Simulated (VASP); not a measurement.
Input of a VASP 6.6.1 run:

File INCAR:

```
SYSTEM = Ge3P5
ALGO = Normal ; EDIFF = 1E-7
ENCUT = 520 ; GGA = PE
ISIF = 2 ; ISMEAR = 0
LASPH = .TRUE. ; LCHARG = .TRUE.
LELF = .TRUE. ; LREAL = .FALSE.
LVHAR = .TRUE. ; LWAVE = .FALSE.
NBANDS = 44 ; NELM = 100
PREC = Accurate ; SIGMA = 0.2
```

File KPOINTS:

```
k-points
0
G
  6 6 6
  0 0 0
```

Contents of POSCAR:

```
Ge3P5
1.0
    3.6136366247      2.1003397501      3.1910470513
   -3.6022061244      2.1004064788      3.1788283454
    0.0057036306     -4.1472087597      3.1512566431
Ge P
3 5
Direct
    0.7728676624      0.2638520248      0.2613277665
    0.2645675018      0.7720253237      0.2609603610
    0.2636872663      0.2626121124      0.7695795120
    0.7374328533      0.7379681799      0.2106149811
    0.2344718734      0.2360831459      0.2396044464
    0.7809464127      0.7800169720      0.7782924005
    0.7376366551      0.2090357398      0.7396690597
    0.2083897750      0.7384065015      0.7399514727
```

Potentials or basis: VASP PAW PBE potentials, release 64 (Ge_d, P).

Run with:

```sh
$ cat potpaw_PBE.64/Ge_d/POTCAR potpaw_PBE.64/P/POTCAR > POTCAR
$ mpirun -np 1 vasp_std > vasp.out
```

Task: What does it give for the pressure?

Result: -0.1 GPa.

Task: What does it give for the largest force?

Result: 0.062 eV/Å.

Forces in eV/Å, atoms in the order of the input:
```
Ge   0.004  0.003  0.011
Ge  -0.001  0.003  0.013
Ge   0.002  0.000  0.012
P   -0.003  0.033 -0.026
P    0.000 -0.003 -0.019
P   -0.005 -0.001  0.062
P    0.027 -0.021 -0.027
P   -0.023 -0.014 -0.026
```
